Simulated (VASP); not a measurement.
# W (P6_3/mmc) in VASP: notebook, part 2 of 3

VASP 6.6.1.

### 3 Single point, BLYP (15.04 Å³/atom)

This run uses another cell than the first one, of 15.04 Å³/atom.

Input file INCAR:

```
PREC = Accurate
ENCUT = 520
EDIFF = 1E-6
ISMEAR = -1
SIGMA = 0.1
LREAL = False
LASPH = True
NELM = 100
ALGO = Normal
ISIF = 2
LWAVE = False
LCHARG = False
GGA = B5
ALDAX = 1.0
AGGAX = 1.0
AGGAC = 1.0
ALDAC = 0.0
NBANDS = 36
```

Input file KPOINTS:

```
Automatic mesh
0
Gamma
  14 14 4
```

Input file POSCAR:

```
W
1.0
    2.6945543126      0.0000000000      0.0000000000
   -1.3472771563      2.3335524866      0.0000000000
    0.0000000000      0.0000000000      9.5664828050
W
4
Direct
    1.0000000000      0.0000000000      0.0000000000
    1.0000000000      0.0000000000      0.5000000000
    0.3333333333      0.6666666667      0.2500000000
    0.6666666667      0.3333333333      0.7500000000
```

Potentials or basis: VASP PAW PBE potentials, release 64 (W_sv).

Launch:

```console
> cat potpaw_PBE.64/W_sv/POTCAR > POTCAR
> mpirun -np 1 vasp_std > vasp.out
```

OUTCAR:

```text
PREC = Accurate
   ENCUT = 520
   EDIFF = 1E-6
   ISMEAR = -1
   LREAL = False
   LASPH = True
   NELM = 100
   ISIF = 2
   GGA = B5

 ion  position               nearest neighbor table
   1  0.000  0.000  0.000-   3 2.85   4 2.85   4 2.85   3 2.85   4 2.85   3 2.85
   2  0.000  0.000  0.500-   3 2.85   4 2.85   4 2.85   3 2.85   4 2.85   3 2.85
   3  0.333  0.667  0.250-   1 2.85   2 2.85   1 2.85   2 2.85   1 2.85   2 2.85
   4  0.667  0.333  0.750-   1 2.85   2 2.85   1 2.85   2 2.85   1 2.85   2 2.85

  LATTYP: Found a hexagonal cell.
 ALAT       =     2.6945543126
 C/A-ratio  =     3.5503024601

  Lattice vectors:

 A1 = (   2.6945543126,   0.0000000000,   0.0000000000)
 A2 = (  -1.3472771563,   2.3335524866,   0.0000000000)
 A3 = (   0.0000000000,   0.0000000000,   9.5664828050)

Analysis of symmetry for initial positions (statically):
=====================================================================
 Subroutine PRICEL returns:
 Original cell was already a primitive cell.

 Routine SETGRP: Setting up the symmetry group for a
 hexagonal supercell.

 Subroutine GETGRP returns: Found 24 space group operations
 (whereof 12 operations were pure point group operations)
 out of a pool of 24 trial point group operations.

The static configuration has the point symmetry D_3d.
 The point group associated with its full space group is D_6h.

Analysis of symmetry for dynamics (positions and initial velocities):
=====================================================================
 Subroutine PRICEL returns:
 Original cell was already a primitive cell.

 Routine SETGRP: Setting up the symmetry group for a
 hexagonal supercell.

 Subroutine GETGRP returns: Found 24 space group operations
 (whereof 12 operations were pure point group operations)
 out of a pool of 24 trial point group operations.

The dynamic configuration has the point symmetry D_3d.
 The point group associated with its full space group is D_6h.

 Subroutine INISYM returns: Found 24 space group operations
 (whereof 12 operations are pure point group operations),
 and found     1 'primitive' translations

----------------------------------------------------------------------------------------

                                     Primitive cell

  volume of cell :      60.1529

  direct lattice vectors                    reciprocal lattice vectors
     2.694554313  0.000000000  0.000000000     0.371118888  0.214265590  0.000000000
    -1.347277156  2.333552487  0.000000000     0.000000000  0.428531180  0.000000000
     0.000000000  0.000000000  9.566482805     0.000000000  0.000000000  0.104531626

  length of vectors
     2.694554313  2.694554313  9.566482805     0.428531180  0.428531180  0.104531626

  position of ions in fractional coordinates (direct lattice)
     0.000000000  0.000000000  0.000000000
     0.000000000  0.000000000  0.500000000
     0.333333333  0.666666667  0.250000000
     0.666666667  0.333333333  0.750000000

  ion indices of the primitive-cell ions
   primitive index   ion index
                 1           1
                 2           2
                 3           3
                 4           4

----------------------------------------------------------------------------------------

[... 23 lines left out ...]

 Following reciprocal coordinates:
            Coordinates               Weight
  0.000000  0.000000  0.000000      1.000000
  0.071429 -0.000000  0.000000      6.000000
  0.142857 -0.000000  0.000000      6.000000
  0.214286  0.000000  0.000000      6.000000
  0.285714  0.000000  0.000000      6.000000
  0.357143 -0.000000  0.000000      6.000000
[... 16 lines left out ...]
  0.285714  0.285714  0.000000      6.000000
  0.357143  0.285714  0.000000      6.000000
 [... further k-points ...]
   k-points           NKPTS =     72   k-points in BZ     NKDIM =     72   number of bands    NBANDS=     36
   number of dos      NEDOS =    301   number of ions     NIONS =      4
   total plane-waves  NPLWV =  28800
   dimension x,y,z NGX =    20 NGY =   20 NGZ =   72
   dimension x,y,z NGXF=    40 NGYF=   40 NGZF=  144
   ions per type =               4
   NGX,Y,Z   is equivalent  to a cutoff of  12.34, 12.34, 12.51 a.u.
   NGXF,Y,Z  is equivalent  to a cutoff of  24.68, 24.68, 25.02 a.u.
 SYSTEM =  unknown system
   PREC   = accura    normal or accurate (medium, high low for compatibility)
   ISTART =      0    job   : 0-new  1-cont  2-samecut
   ICHARG =      2    charge: 1-file 2-atom 10-const
   ISPIN  =      1    spin polarized calculation?
   LNONCOLLINEAR =      F non collinear calculations
   LSORBIT =      F    spin-orbit coupling
   LASPH  =      T    aspherical Exc in radial PAW
   ENCUT  =  520.0 eV  38.22 Ry    6.18 a.u.   5.01  5.01 17.79*2*pi/ulx,y,z
   NELM   =    100;   NELMIN=  2; NELMDL= -5     # of ELM steps
   EDIFF  = 0.1E-05   stopping-criterion for ELM
   LREAL  =      F    real-space projection
   EDIFFG = 0.1E-04   stopping-criterion for IOM
   NSW    =      0    number of steps for IOM
   IBRION =     -1    ionic relax: 0-MD 1-quasi-New 2-CG
   NFREE  =      0    steps in history (QN), initial steepest desc. (CG)
   ISIF   =      2    stress and relaxation
   ISYM   =      2    0-nonsym 1-usesym 2-fastsym
   POTIM  = 0.5000    time-step for ionic-motion
   TEBEG  =    0.0;   TEEND  =   0.0 temperature during run
   PSTRESS=    0.0 pullay stress
   NELECT =      56.0000    total number of electrons
   NUPDOWN=      -1.0000    fix difference up-down
   EMIN   =  10.00;   EMAX   =-10.00  energy-range for DOS
   EFERMI =   0.00;   METHOD = LEGACY
   ISMEAR =    -1;   SIGMA  =   0.10  broadening in eV -4-tet -1-fermi 0-gaus
   EFERMI_NEDOS =   21; number of points for ismear=-14 and -15
   IALGO  =     38    algorithm
   IMIX   =      4    mixing-type and parameters
     AMIX     =   0.40;   BMIX     =  1.00
     AMIX_MAG =   1.60;   BMIX_MAG =  1.00
  volume/ion in A,a.u.               =      15.04       101.48
  Fermi-wavevector in a.u.,A,eV,Ry     =   1.598522  3.020768 34.766586  2.555272
  Thomas-Fermi vector in A             =   2.695958
   LORBIT       =      0    0 simple, 1 ext, 2 COOP (PROOUT), +10 PAW based schemes
   GGA     = B5    functional components
   LHFCALC =     F    Hartree Fock is set to
   AEXX    =    0.0000 exact exchange contribution
   IVDW    =     0    specifies the selected vdW correction
   LEPSILON=     F    determine dielectric tensor
   LRPA    =     F    only Hartree local field effects (RPA)
 non-spin polarized calculation
  energy-cutoff  :      520.00
  volume of cell :       60.15
 maximum number of plane-waves:      1654
 NGX is ok and might be reduce to    20
   NGX =  9   NGY =  9   NGZ = 35

 number of electron      55.9999997 magnetization

 Free energy of the ion-electron system (eV)
  ---------------------------------------------------
  ext. energy  EPLUGINS =         0.00000000
  ---------------------------------------------------
  free energy    TOTEN  =       -42.37326558 eV

  energy without entropy =      -42.25052098  energy(sigma->0) =      -42.31189328

 E-fermi :  12.4330     XC(G=0): -13.2600

 val. band max:       12.4292362496   @ k =   0.2857   0.0714   0.0000
 cond. band min:      12.4422081339   @ k =   0.4286   0.0714   0.2500
 fundamental gap:      0.0129718844
 Fermi energy:        12.4330488030

 k-point     1 :       0.0000    0.0000    0.0000
  band No.  band energies     occupation
      1     -60.8175      2.00000
      2     -60.7791      2.00000
      3     -60.7351      2.00000
      4     -60.6962      2.00000
      5     -26.0459      2.00000
      6     -25.4518      2.00000
[... 925 lines left out ...]
     35      16.8801      0.00000
     36      17.2421      0.00000

 [... further k-points ...]

------------------------ aborting loop because EDIFF is reached ----------------------------------------

  FORCE on cell =-STRESS in cart. coord.  units (eV):
  Direction    XX          YY          ZZ          XY          YZ          ZX
  --------------------------------------------------------------------------------------
  -------------------------------------------------------------------------------------
  Total       18.1320225     18.1320225     14.4570730     -0.0000000     -0.0000000      0.0000000
  in kB      482.9476103    482.9476103    385.0650892     -0.0000000     -0.0000000      0.0000000
  external PRESSURE =     450.3201033 kB  Pullay stress =       0.0000000 kB

 VOLUME and BASIS-vectors are now :
 -----------------------------------------------------------------------------
  energy-cutoff  :      520.00
  volume of cell :       60.15
      direct lattice vectors                 reciprocal lattice vectors
     2.694554313  0.000000000  0.000000000     0.371118888  0.214265590  0.000000000
    -1.347277156  2.333552487  0.000000000     0.000000000  0.428531180  0.000000000
     0.000000000  0.000000000  9.566482805     0.000000000  0.000000000  0.104531626

 POSITION                                       TOTAL-FORCE (eV/Angst)
 -----------------------------------------------------------------------------------
      0.00000      0.00000      0.00000        -0.000000      0.000000      0.000000
      0.00000      0.00000      4.78324        -0.000000      0.000000      0.000000
     -0.00000      1.55570      2.39162        -0.000000     -0.000000     -0.000000
      1.34728      0.77785      7.17486         0.000000      0.000000     -0.000000
 -----------------------------------------------------------------------------------
    total drift:                                0.000000     -0.000000      0.000000

  FREE ENERGIE OF THE ION-ELECTRON SYSTEM (eV)
  ---------------------------------------------------
  free  energy   TOTEN  =       -42.3732655806 eV

  energy  without entropy=      -42.2505209845  energy(sigma->0) =      -42.31189328
```

OSZICAR:

```text
N       E                     dE             d eps       ncg     rms          rms(c)
DAV:   1     0.709488813999E+03    0.70949E+03   -0.31702E+04  5184   0.186E+03
DAV:   2    -0.697084266823E+01   -0.71646E+03   -0.70142E+03  5372   0.579E+02
DAV:   3    -0.433061847428E+02   -0.36335E+02   -0.34906E+02  6084   0.125E+02
DAV:   4    -0.442984220189E+02   -0.99224E+00   -0.96876E+00  6196   0.182E+01
DAV:   5    -0.443141060263E+02   -0.15684E-01   -0.15659E-01  5912   0.237E+00    0.443E+01
DAV:   6    -0.427897258186E+02    0.15244E+01   -0.19618E+00  5652   0.108E+01    0.190E+01
DAV:   7    -0.423860103921E+02    0.40372E+00   -0.12240E+00  5896   0.794E+00    0.843E-01
DAV:   8    -0.423804423550E+02    0.55680E-02   -0.78632E-02  6312   0.278E+00    0.589E-01
DAV:   9    -0.423731681256E+02    0.72742E-02   -0.31428E-02  6160   0.164E+00    0.109E-01
DAV:  10    -0.423732716601E+02   -0.10353E-03   -0.13582E-03  5920   0.337E-01    0.674E-02
DAV:  11    -0.423732732514E+02   -0.15914E-05   -0.84917E-05  5888   0.715E-02    0.448E-02
DAV:  12    -0.423732655336E+02    0.77178E-05   -0.28287E-05  5812   0.457E-02    0.747E-03
DAV:  13    -0.423732655806E+02   -0.47016E-07   -0.16630E-06  3576   0.115E-02
   1 F= -.42373266E+02 E0= -.42311893E+02  d E =-.122745E+00
```

stdout:

```text
POSCAR found type information on POSCAR W
 POSCAR found :  1 types and       4 ions
 scaLAPACK will be used
 -----------------------------------------------------------------------------
|                                                                             |
|                                                                             |
|     You enforced a specific xc type in the INCAR file but a different       |
|     I HOPE YOU KNOW WHAT YOU ARE DOING!                                     |
|                                                                             |
 -----------------------------------------------------------------------------

 LDA part: xc-table for (Slater(with rela. corr.)+VWN5), standard interpolation
 POSCAR, INCAR and KPOINTS ok, starting setup
 FFT: planning ... GRIDC
 FFT: planning ... GRID_SOFT
 FFT: planning ... GRID
 WAVECAR not read
 entering main loop
```

It took 76 s on 1 thread of Intel Xeon 6975P-C (Granite Rapids), shared host; peak memory 0.24 GiB.

Results:

| Quantity | Value |
| --- | --- |
| Free energy | -42.3733 eV |
| Pressure | 45.0 GPa |
| Band gap on the k mesh | zero (bands 28 and 29 overlap by 2.35 eV) |

Stress tensor (GPa, compression positive):
```
48.29  0.00  0.00
 0.00 48.29  0.00
 0.00  0.00 38.51
```

Levels at points of the mesh, in eV from the Fermi level:
```tsv
k point	band 26	band 27	band 28	band 29	band 30	band 31
(0.00, 0.00, 0.00)	-0.59	-0.59	-0.33	-0.33	-0.11	-0.11
(0.50, 0.00, 0.00)	-0.45	-0.37	1.72	1.74	2.10	3.02
(0.00, 0.00, 0.50)	-0.64	-0.64	-0.64	-0.29	-0.29	-0.29
(0.50, 0.00, 0.50)	0.18	0.28	0.28	0.98	0.98	3.86
```

Caveat: the stress differs along the axes, from 39 to 48 GPa; the PAW data sets were made with another functional, which shifts forces and pressure a little; spin-orbit coupling is left out, which moves the levels of the heavy elements.

(Part 2 of 3 ends here.)
